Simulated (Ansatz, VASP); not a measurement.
**TiN: VASP beside Ansatz**

```
CELL_PARAMETERS angstrom
0.00000 2.08596 2.08596
2.08596 0.00000 2.08596
2.08596 2.08596 0.00000
ATOMIC_POSITIONS crystal
Ti 0.00000 0.00000 0.00000
N 0.50000 0.50000 0.50000
```

Alike in both runs: functional LDA; k mesh 14 × 14 × 14; occupations gaussian, width 0.1 eV; no spin polarisation.

Ansatz relaxed the structure, and its values are those at the end. VASP's run is a single point on that final structure, the one shown.

```csv
,VASP,Ansatz
version,VASP 6.6.1,Ansatz 0.2.0
potentials or method,"VASP PAW LDA potentials, release 64 (Ti_sv, N_h), cutoff 1330 eV","scalar-relativistic, plane waves, PAW"
valence electrons in the cell,17,17
```

Ansatz gave:

```
gap on the k mesh at the Fermi level (eV) : none
pressure (GPa)                            : 0.0
```

Question: What did VASP give for the same quantities?

Answer: gap on the k mesh at the Fermi level (eV): none; pressure (GPa): 0.9.

Ansatz warns that its potentials were made for another functional, while VASP's fit it. LDA's correlation is that of Perdew and Zunger in VASP and of Perdew and Wang (1992) in Ansatz. A gap of «none» marks a metal or a gap that the smearing closes.
